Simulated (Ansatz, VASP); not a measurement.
**Si2Sb: VASP beside Ansatz**

```
CELL_PARAMETERS angstrom
0.00000 3.27960 3.27960
3.27960 0.00000 3.27960
3.27960 3.27960 0.00000
ATOMIC_POSITIONS crystal
Si 0.25000 0.25000 0.25000
Si 0.75000 0.75000 0.75000
Sb 0.00000 0.00000 0.00000
```

Alike in both runs: functional r2SCAN; k mesh 6 × 6 × 6; occupations gaussian, width 0.1 eV; no spin polarisation.

Ansatz relaxed the structure, and its values are those at the end. VASP's run is a single point on that final structure, the one shown.

```csv
,VASP,Ansatz
version,VASP 6.6.1,Ansatz 0.2.0
potentials or method,"VASP PAW PBE potentials, release 64 (Si, Sb), cutoff 520 eV","scalar-relativistic, plane waves, PAW"
valence electrons in the cell,13,23
```

Ansatz gave:

```
gap on the k mesh at the Fermi level (eV) : none
pressure (GPa)                            : 0.3
```

Question: Estimate VASP's values.

Answer: gap on the k mesh at the Fermi level (eV): none; pressure (GPa): 0.4.

VASP's potentials were made for PBE, not for r2SCAN. A gap of «none» marks a metal or a gap that the smearing closes. VASP's potentials hold 13 valence electrons a cell and Ansatz's 23, so a difference there can come from the potentials and not from the codes.

Neither program's run includes spin-orbit coupling.
